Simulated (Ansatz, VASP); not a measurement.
**C: VASP beside Ansatz**

Contents of INCAR:

```
PREC = Accurate
ENCUT = 520
EDIFF = 1E-8
ISMEAR = -1
SIGMA = 0.05
LREAL = False
LASPH = True
NELM = 100
ALGO = Normal
ISIF = 2
LWAVE = False
LCHARG = False
GGA = PS
LEFG = True
NBANDS = 11
```

KPOINTS

```
regular mesh
0
Gamma
  18 18 18
```

POSCAR

```
C
1.0
    0.0000000000      2.1127244021      3.3255295243
    1.2197581409      0.0000000000      3.3255295243
    1.2197581409      2.1127244021      0.0000000000
C
2
Direct
    0.1666700000      0.8333300000      0.1666700000
    0.8333300000      0.1666700000      0.8333300000
```

Input for Ansatz:

```yaml
crystal:
  lattice:
    - [0.0, 2.1127244021, 3.3255295243]
    - [1.2197581409, 0.0, 3.3255295243]
    - [1.2197581409, 2.1127244021, 0.0]
  atoms:
    - { symbol: C, position: [0.16667, 0.83333, 0.16667] }
    - { symbol: C, position: [0.83333, 0.16667, 0.83333] }
kpoints:
  mp_grid: { grid: [18, 18, 18] }
scf:
  occupations: { method: fermi_dirac, width: 0.05 }
hamiltonian:
  xc: pbesol
  pseudopotentials: { kind: all_electron, datasets: crystal }
output:
  forces: true
  stress: true
  eigenvalues: true
  efg: { contact_densities: true }
```

Change from the starting cell: volume scaled by 0.98, crystal datasets.

Alike in both runs: task electric field gradients; functional PBEsol; k mesh 18 × 18 × 18; occupations fermi-dirac, width 0.05 eV; no spin polarisation.

|  | VASP | Ansatz |
| --- | --- | --- |
| version | VASP 6.6.1 | Ansatz 0.2.0 |
| potentials or method | VASP PAW PBE potentials, release 64 (C), cutoff 520 eV | all-electron PAW with datasets made for the crystal, scalar-relativistic |

```csv
,VASP,Ansatz,Ansatz less VASP
pressure (GPa),8.2,7.4,-0.76
"traceless stress, the component that is largest in VASP (GPa)",-6.23,-5.38,+0.848
size of Vzz on the site where it differs most (V/Å²),33.0,27.5,-5.46
```

VASP's potentials were made for PBE, not for PBEsol. Ansatz ran all-electron here, and VASP with PAW potentials.
